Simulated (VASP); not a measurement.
A run of VASP 6.6.1 is set up as follows.

The input INCAR:

```
SYSTEM = Ti
PREC = Accurate ; ENCUT = 520
EDIFF = 1E-6 ; ISMEAR = -1
SIGMA = 0.05 ; LREAL = .False.
LASPH = .True. ; NELM = 60
ALGO = Normal ; ISIF = 2
LWAVE = .False. ; LCHARG = .True.
GGA = PE ; LELF = .True.
LVHAR = .True. ; NBANDS = 12
```

KPOINTS

```
Automatic mesh
0
Gamma
  14 14 14
  0 0 0
```

File POSCAR:

```
Ti
1.0
   -1.6738200000      1.6410000000      1.6410000000
    1.6410000000     -1.6738200000      1.6410000000
    1.6410000000      1.6410000000     -1.6738200000
Ti
1
Direct
    0.0000000000      0.0000000000      0.0000000000
```

Potentials or basis: VASP PAW PBE potentials, release 64 (Ti_sv).

The run is started by

```console
$ cat potpaw_PBE.64/Ti_sv/POTCAR > POTCAR
$ mpirun -np 1 vasp_std > vasp.out
```

(1) Predict the band gap on the k mesh.

(2) Predict the pressure.

Results:

(1) zero (bands 6 and 7 overlap by 1.55 eV).

(2) -2.6 GPa.

Caveat: the cell differs from its parent crystal (equal xy, yz and zx shear strains of -2 %).
